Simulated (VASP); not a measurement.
# LiCoPb4 (F-43m) in VASP: a series of runs

The runs below take LiCoPb4 through single point, with PBE.

Everything below comes from runs of VASP 6.6.1. Logs are shortened: lines on timing, memory, paths and dates and some standing lists are left out, and cuts for length are marked.

**1. The cell of the first run**

The structure is cubic, space group F-43m (No. 216). The conventional cell has a = 8.192 Å, b = 8.192 Å, c = 8.192 Å, α = 90.00°, β = 90.00°, γ = 90.00°. Li (site symmetry -43m) has 12 Pb at 3.40 Å and 4 Co at 3.55 Å within 4.5 Å. Within 4.5 Å of Co (site symmetry -43m) lie 12 Pb at 3.40 Å and 4 Li at 3.55 Å. Within 3.8 Å of Pb (site symmetry 3m) lie 6 Pb at 2.90 Å and 3 Co at 3.40 Å and 3 Li at 3.40 Å.

**2. Single point, PBE, collinear spin, ferromagnetic start**

Contents of INCAR:

```
SYSTEM = LiCoPb4
PREC     = Accurate       ! precision mode
ENCUT    = 520            ! plane-wave cutoff, eV
EDIFF    = 1E-6           ! SCF threshold, eV
ISMEAR   = 0              ! smearing method
SIGMA    = 0.1            ! smearing width, eV
LREAL    = .False.        ! projectors in reciprocal space
LASPH    = .True.         ! aspherical terms in the spheres
NELM     = 150            ! most SCF steps
ALGO     = Fast           ! electronic algorithm
ISIF     = 2              ! what is computed and relaxed
LWAVE    = .False.        ! write WAVECAR
LCHARG   = .True.         ! write CHGCAR
ISPIN    = 2              ! spin polarisation
MAGMOM   = 0 3 0 0 0 0    ! initial moments
LORBIT   = 11             ! projections on sites
LMAXMIX  = 4              ! l up to which the mixer works
GGA      = PE             ! functional
LELF     = .True.         ! ELF
LVHAR    = .True.       
NBANDS   = 47             ! bands
```

Contents of KPOINTS:

```
Automatic mesh
0
Gamma
  4 4 4
  0 0 0
```

Contents of POSCAR:

```
LiCoPb4
1.0
    0.0000000000      4.0961013232      4.0961013232
    4.0961013232      0.0000000000      4.0961013232
    4.0961013232      4.0961013232      0.0000000000
Li Co Pb
1 1 4
Direct
    0.0000000000      0.0000000000      0.0000000000
    0.7500000000      0.7500000000      0.7500000000
    0.3750000000      0.8750000000      0.3750000000
    0.3750000000      0.3750000000      0.8750000000
    0.3750000000      0.3750000000      0.3750000000
    0.8750000000      0.3750000000      0.3750000000
```

Potentials or basis: VASP PAW PBE potentials, release 64 (Li_sv, Co, Pb_d).

Command:

```console
> cat potpaw_PBE.64/Li_sv/POTCAR potpaw_PBE.64/Co/POTCAR potpaw_PBE.64/Pb_d/POTCAR > POTCAR
> mpirun -np 1 vasp_std > vasp.out
```

OUTCAR:

```text
SYSTEM = LiCoPb4
   PREC = Accurate
   ENCUT = 520
   EDIFF = 1E-6
   ISMEAR = 0
   LREAL = .False.
   LASPH = .True.
   NELM = 150
   ISIF = 2
   ISPIN = 2
   LORBIT = 11
   GGA = PE

 ion  position               nearest neighbor table
   1  0.000  0.000  0.000-
   2  0.750  0.750  0.750-   3 3.40   4 3.40   4 3.40   6 3.40   3 3.40   6 3.40   5 3.40   5 3.40
                             5 3.40   3 3.40   4 3.40   6 3.40
   3  0.375  0.875  0.375-   5 2.90   4 2.90   4 2.90   5 2.90   6 2.90   6 2.90   2 3.40   2 3.40
                             2 3.40
   4  0.375  0.375  0.875-   5 2.90   3 2.90   5 2.90   6 2.90   3 2.90   6 2.90   2 3.40   2 3.40
                             2 3.40
   5  0.375  0.375  0.375-   3 2.90   4 2.90   6 2.90   4 2.90   3 2.90   6 2.90   2 3.40   2 3.40
                             2 3.40
   6  0.875  0.375  0.375-   5 2.90   4 2.90   3 2.90   3 2.90   4 2.90   5 2.90   2 3.40   2 3.40
                             2 3.40

  LATTYP: Found a face centered cubic cell.
 ALAT       =     8.1922026464

  Lattice vectors:

 A1 = (   0.0000000000,   4.0961013232,   4.0961013232)
 A2 = (   4.0961013232,   0.0000000000,   4.0961013232)
 A3 = (   4.0961013232,   4.0961013232,   0.0000000000)

Analysis of symmetry for initial positions (statically):
=====================================================================
 Subroutine PRICEL returns:
 Original cell was already a primitive cell.

 Routine SETGRP: Setting up the symmetry group for a
 face centered cubic supercell.

 Subroutine GETGRP returns: Found 24 space group operations
 (whereof 24 operations were pure point group operations)
 out of a pool of 48 trial point group operations.

The static configuration has the point symmetry T_d .

Analysis of symmetry for dynamics (positions and initial velocities):
=====================================================================
 Subroutine PRICEL returns:
 Original cell was already a primitive cell.

 Routine SETGRP: Setting up the symmetry group for a
 face centered cubic supercell.

 Subroutine GETGRP returns: Found 24 space group operations
 (whereof 24 operations were pure point group operations)
 out of a pool of 48 trial point group operations.

The dynamic configuration has the point symmetry T_d .

Analysis of structural, dynamic, and magnetic symmetry:
=====================================================================
 Subroutine PRICEL returns:
 Original cell was already a primitive cell.

 Routine SETGRP: Setting up the symmetry group for a
 face centered cubic supercell.

 Subroutine GETGRP returns: Found 24 space group operations
 (whereof 24 operations were pure point group operations)
[... 134 lines left out ...]

 Free energy of the ion-electron system (eV)
  ---------------------------------------------------
  ext. energy  EPLUGINS =         0.00000000
  ---------------------------------------------------
  free energy    TOTEN  =       -17.62546176 eV

  energy without entropy =      -17.60779676  energy(sigma->0) =      -17.61662926

 E-fermi :   8.2477     XC(G=0): -10.4160

 val. band max:        8.2258914038   @ k =   0.2500   0.0000   0.0000
 cond. band min:       8.2896105757   @ k =   0.5000   0.0000   0.0000
 fundamental gap:      0.0637191719
 Fermi energy:         8.2476773693

 spin component 1

 k-point     1 :       0.0000    0.0000    0.0000
  band No.  band energies     occupation
      1     -39.5706      1.00000
      2     -10.8568      1.00000
      3     -10.2897      1.00000
      4     -10.2897      1.00000
      5     -10.2897      1.00000
      6     -10.1621      1.00000
[... 381 lines left out ...]
     45      14.3208      0.00000
     46      14.3253      0.00000
 Fermi energy:         8.2476773693

 spin component 2

 k-point     1 :       0.0000    0.0000    0.0000
  band No.  band energies     occupation
      1     -39.5776      1.00000
      2     -10.8694      1.00000
      3     -10.2990      1.00000
      4     -10.2990      1.00000
      5     -10.2990      1.00000
      6     -10.1708      1.00000
[... 381 lines left out ...]
     45      14.2882      0.00000
     46      14.3077      0.00000
 [bands above 46 left out]

------------------------ aborting loop because EDIFF is reached ----------------------------------------

  FORCE on cell =-STRESS in cart. coord.  units (eV):
  Direction    XX          YY          ZZ          XY          YZ          ZX
  --------------------------------------------------------------------------------------
  -------------------------------------------------------------------------------------
  Total       15.7950496     15.7950496     15.7950496      0.0000000      0.0000000     -0.0000000
  in kB      184.1151421    184.1151421    184.1151421      0.0000000      0.0000000     -0.0000000
  external PRESSURE =     184.1151421 kB  Pullay stress =       0.0000000 kB

 VOLUME and BASIS-vectors are now :
 -----------------------------------------------------------------------------
  energy-cutoff  :      520.00
  volume of cell :      137.45
      direct lattice vectors                 reciprocal lattice vectors
     0.000000000  4.096101323  4.096101323    -0.122067293  0.122067293  0.122067293
     4.096101323  0.000000000  4.096101323     0.122067293 -0.122067293  0.122067293
     4.096101323  4.096101323  0.000000000     0.122067293  0.122067293 -0.122067293

 POSITION                                       TOTAL-FORCE (eV/Angst)
 -----------------------------------------------------------------------------------
      0.00000      0.00000      0.00000        -0.000000      0.000000      0.000000
      6.14415      6.14415      6.14415        -0.000000      0.000000     -0.000000
      5.12013      3.07208      5.12013        -0.075509      0.075509     -0.075509
      5.12013      5.12013      3.07208        -0.075509     -0.075509      0.075509
      3.07208      3.07208      3.07208         0.075509      0.075509      0.075509
      3.07208      5.12013      5.12013         0.075509     -0.075509     -0.075509
 -----------------------------------------------------------------------------------
    total drift:                                0.000000      0.000000      0.000000

  FREE ENERGIE OF THE ION-ELECTRON SYSTEM (eV)
  ---------------------------------------------------
  free  energy   TOTEN  =       -17.6254617633 eV

  energy  without entropy=      -17.6077967643  energy(sigma->0) =      -17.61662926

 total charge

# of ion       s       p       d       tot
------------------------------------------
    1        2.009   0.035   0.000   2.044
    2        0.296   0.120   7.356   7.772
    3        1.379   0.997   9.840  12.216
    4        1.379   0.997   9.840  12.216
    5        1.379   0.997   9.840  12.216
    6        1.379   0.997   9.840  12.216
--------------------------------------------------
tot          7.823   4.142  46.716  58.681

 magnetization (x)

# of ion       s       p       d       tot
------------------------------------------
    1       -0.001  -0.002   0.000  -0.003
    2        0.022  -0.000   1.580   1.602
    3       -0.008  -0.021  -0.002  -0.031
    4       -0.008  -0.021  -0.002  -0.031
    5       -0.008  -0.021  -0.002  -0.031
    6       -0.008  -0.021  -0.002  -0.031
--------------------------------------------------
tot         -0.010  -0.084   1.571   1.476
```

Wall time 7.7 min (1 thread of Intel Xeon Platinum 8259CL at 2.50GHz (Skylake/Cascade Lake), shared host); peak memory 0.43 GiB.

What came out:

- Free energy: -17.6255 eV
- Net moment: 1.32 μB per cell
- Site moments: Li -0.00; Co +1.60; Pb -0.03 μB
- Valence electrons inside the program's atomic spheres: Li 2.04; Co 7.77; Pb 12.22

Levels at points of the mesh, in eV from the Fermi level:
Spin up:
```csv
k point,band 32,band 33,band 34,band 35,band 36,band 37
"(0.00, 0.00, 0.00)",-1.21,-1.21,-1.21,-1.06,-0.66,-0.66
"(0.50, 0.00, 0.00)",-1.66,-1.54,-0.71,0.69,0.74,0.74
"(0.50, 0.50, 0.00)",-1.30,0.11,0.11,0.50,1.06,1.36
```
Spin down:
| k point | band 30 | band 31 | band 32 | band 33 | band 34 | band 35 | band 36 | band 37 |
| --- | --- | --- | --- | --- | --- | --- | --- | --- |
| (0.00, 0.00, 0.00) | -2.13 | -2.13 | -0.92 | -0.23 | -0.23 | -0.23 | 0.90 | 0.90 |
| (0.50, 0.00, 0.00) | -0.87 | -0.76 | -0.47 | 0.04 | 0.04 | 0.76 | 0.92 | 0.92 |
| (0.50, 0.50, 0.00) | -0.50 | -0.35 | -0.15 | 0.06 | 0.06 | 0.83 | 1.09 | 1.31 |

Caveat: the cutoff is under 1.25 times the usual one of these potentials, so pressure, stress and relaxed cells hold a basis-set (Pulay) error; spin-orbit coupling is left out, which moves the levels of the heavy elements.

**3. Single point, PBE, collinear spin, ferromagnetic start**

This run uses another cell than the first one, of 30.78 Å³/atom.

Contents of INCAR:

```
  PREC = Accurate
  ENCUT = 520
  EDIFF = 1E-6
  ISMEAR = 0
  SIGMA = 0.1
  LREAL = F
  LASPH = T
  NELM = 150
  ALGO = Normal
  ISIF = 2
  LWAVE = F
  LCHARG = F
  ISPIN = 2
  MAGMOM = 0 1.79 0 0 0 0
  LORBIT = 11
  LMAXMIX = 4
  GGA = PE
  NBANDS = 47
```

Contents of KPOINTS:

```
Automatic mesh
0
Gamma
  4 4 4
```

Contents of POSCAR:

```
LiCoPb4
1.0
    0.0000000000      4.5199581032      4.5199581032
    4.5199581032      0.0000000000      4.5199581032
    4.5199581032      4.5199581032      0.0000000000
Li Co Pb
1 1 4
Direct
    0.0000000000      0.0000000000      0.0000000000
    0.2500000000      0.2500000000      0.2500000000
    0.6245857454      0.1262427637      0.6245857454
    0.6245857454      0.6245857454      0.1262427637
    0.6245857454      0.6245857454      0.6245857454
    0.1262427637      0.6245857454      0.6245857454
```

Potentials or basis: VASP PAW PBE potentials, release 64 (Li_sv, Co, Pb_d).

Command:

```console
> cat potpaw_PBE.64/Li_sv/POTCAR potpaw_PBE.64/Co/POTCAR potpaw_PBE.64/Pb_d/POTCAR > POTCAR
> mpirun -np 1 vasp_std > vasp.out
```

Run time: 4.7 min. Hardware: 1 thread of Intel Xeon Platinum 8259CL at 2.50GHz (Skylake/Cascade Lake), shared host; peak memory 0.47 GiB.

Results (log left out):

| Quantity | Value |
| --- | --- |
| Free energy | -19.5078 eV |
| Largest force | 0.006 eV/Å |
| Net moment | 1.68 μB per cell |
| Site moments | Li -0.00; Co +1.95; Pb -0.03 μB |
| Valence electrons inside the program's atomic spheres | Li 2.03; Co 7.64; Pb 11.99 |

Forces on the atoms (eV/Å):
```
Li   0.000  0.000  0.000
Co   0.000  0.000  0.000
Pb  -0.004  0.004 -0.004
Pb  -0.004 -0.004  0.004
Pb   0.004  0.004  0.004
Pb   0.004 -0.004 -0.004
```

Levels at points of the mesh, in eV from the Fermi level:
Spin up:
```
           k point  band 31  band 32  band 33  band 34  band 35  band 36  band 37  band 38
(0.00, 0.00, 0.00)    -2.08    -1.61    -1.61    -1.61    -1.00    -0.45    -0.45     2.08
(0.50, 0.00, 0.00)    -1.84    -1.65    -1.65    -0.96     0.60     0.63     0.63     1.13
(0.50, 0.50, 0.00)    -1.79    -1.69    -0.10    -0.10     0.12     0.60     1.24     1.24
```
Spin down:
```tsv
k point	band 31	band 32	band 33	band 34	band 35	band 36
(0.00, 0.00, 0.00)	-1.30	-0.79	0.11	0.11	0.11	0.48
(0.50, 0.00, 0.00)	-0.33	-0.14	-0.11	-0.11	0.74	0.76
(0.50, 0.50, 0.00)	-0.20	-0.06	-0.06	0.01	0.33	0.65
```

Caveat: the cutoff is under 1.25 times the usual one of these potentials, so pressure, stress and relaxed cells hold a basis-set (Pulay) error; spin-orbit coupling is left out, which moves the levels of the heavy elements.

**4. Single point, PBE, collinear spin, ferromagnetic start**

This run uses another cell than the first one, of 30.82 Å³/atom.

Contents of INCAR:

```
SYSTEM = LiCoPb4
ALGO = Normal ; EDIFF = 1E-6
ENCUT = 520 ; GGA = PE
ISIF = 2 ; ISMEAR = 0
ISPIN = 2 ; LASPH = .TRUE.
LCHARG = .FALSE. ; LMAXMIX = 4
LORBIT = 11 ; LREAL = .FALSE.
LWAVE = .FALSE. ; MAGMOM = 0 1.81 0 0 0 0
NBANDS = 47 ; NELM = 150
PREC = Accurate ; SIGMA = 0.1
```

Contents of KPOINTS:

```
k-points
0
G
  4 4 4
  0 0 0
```

Contents of POSCAR:

```
LiCoPb4
1.0
    0.0000000000      4.5218924424      4.5218924424
    4.5218924424      0.0000000000      4.5218924424
    4.5218924424      4.5218924424      0.0000000000
Li Co Pb
1 1 4
Direct
    0.0000000000      0.0000000000      0.0000000000
    0.7500000000      0.7500000000      0.7500000000
    0.3754061748      0.8737814755      0.3754061748
    0.3754061748      0.3754061748      0.8737814755
    0.3754061748      0.3754061748      0.3754061748
    0.8737814755      0.3754061748      0.3754061748
```

Command:

```console
> cat potpaw_PBE.64/Li_sv/POTCAR potpaw_PBE.64/Co/POTCAR potpaw_PBE.64/Pb_d/POTCAR > POTCAR
> mpirun -np 1 vasp_std > vasp.out
```

Wall time 5.2 min (1 thread of Intel Xeon Platinum 8259CL at 2.50GHz (Skylake/Cascade Lake), shared host); peak memory 0.45 GiB.

It converged, with:

```
Free energy                                           : -19.5073 eV
Largest force                                         : 0.004 eV/Å
Net moment                                            : 1.68 μB per cell
Site moments                                          : Li -0.00; Co +1.95; Pb -0.03 μB
Valence electrons inside the program's atomic spheres : Li 2.03; Co 7.63; Pb 11.99
```

Forces on the atoms (eV/Å):
```
Li   0.000  0.000  0.000
Co   0.000  0.000  0.000
Pb   0.002 -0.002  0.002
Pb   0.002  0.002 -0.002
Pb  -0.002 -0.002 -0.002
Pb  -0.002  0.002  0.002
```

Levels at points of the mesh, in eV from the Fermi level:
Spin up:
```tsv
k point	band 31	band 32	band 33	band 34	band 35	band 36	band 37	band 38
(0.00, 0.00, 0.00)	-2.08	-1.61	-1.61	-1.61	-1.00	-0.45	-0.45	2.08
(0.50, 0.00, 0.00)	-1.84	-1.66	-1.66	-0.96	0.60	0.63	0.63	1.13
(0.50, 0.50, 0.00)	-1.79	-1.69	-0.11	-0.11	0.12	0.60	1.24	1.24
```
Spin down:
```csv
k point,band 30,band 31,band 32,band 33,band 34,band 35,band 36,band 37
"(0.00, 0.00, 0.00)",-1.30,-1.30,-0.79,0.11,0.11,0.11,0.48,0.48
"(0.50, 0.00, 0.00)",-0.33,-0.33,-0.14,-0.11,-0.11,0.74,0.75,0.75
"(0.50, 0.50, 0.00)",-0.24,-0.20,-0.06,-0.06,0.01,0.33,0.65,1.25
```

Caveat: the cutoff is under 1.25 times the usual one of these potentials, so pressure, stress and relaxed cells hold a basis-set (Pulay) error; spin-orbit coupling is left out, which moves the levels of the heavy elements.

**5. Overview**

```tsv
cell	gap on the mesh (eV)	moment (μB)
a = 5.793 Å, angles 60.0°, 6 atoms	none	1.32
a = 6.392 Å, angles 60.0°, 6 atoms	none	1.68
a = 6.395 Å, angles 60.0°, 6 atoms	none	1.68
```

Alike in all rows: task single point; level PBE; potentials or basis VASP PAW PBE potentials, release 64 (Li_sv, Co, Pb_d); spin collinear, ferromagnetic start; k mesh 4 × 4 × 4; cutoff (eV) 520; smearing gaussian 0.1 eV.

Caveats: the cutoff is under 1.25 times the usual one of these potentials, so pressure, stress and relaxed cells hold a basis-set (Pulay) error; spin-orbit coupling is left out, which moves the levels of the heavy elements.

Total energies depend on the potentials used, so only differences within one code and one set of settings carry meaning.
